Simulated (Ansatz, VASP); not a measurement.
# ScAl3F: VASP beside Ansatz

```
Sc Al F
1.0
     3.97251    0.00000    0.00000
     0.00000    3.97251    0.00000
     0.00000    0.00000    3.99058
Sc Al F
1 3 1
Cartesian
  1.9863 1.9863 1.9235
  1.9863 1.9863 0.0638
  1.9863 0.0000 2.0551
  0.0000 1.9863 2.0551
  0.0000 0.0000 0.0000
```

Change from the starting cell: species swapped into the BaTiO3 type (P4mm, No. 99).

Alike in both runs: task relaxation of cell and atoms; functional PBE; k mesh 4 × 4 × 4; occupations gaussian, width 0.1 eV; no spin polarisation.

```csv
,VASP,Ansatz
version,VASP 6.6.1,Ansatz 0.2.0
potentials or method,"VASP PAW PBE potentials, release 64 (Sc_sv, Al, F), cutoff 600 eV","scalar-relativistic, plane waves, PAW"
valence electrons in the cell,27,27
```

Ansatz gave:

- gap on the k mesh at the Fermi level, each at its own relaxed structure (eV): none
- relaxed volume (Å³/atom): 24.62
- relaxed cell length with the largest relative difference (Å): 5.950

Question: Which values does VASP return?

Answer: gap on the k mesh at the Fermi level, each at its own relaxed structure (eV): none; relaxed volume (Å³/atom): 23.38; relaxed cell length with the largest relative difference (Å): 5.522.

A gap of «none» marks a metal or a gap that the smearing closes. One of these differences is far larger than is usual between the two programs; its cause wasn't traced.

The k mesh is coarse, so the values compare programs but aren't converged. Noted on VASP's run: the volume moved by over 15 % at a fixed basis, so the end points are rough.
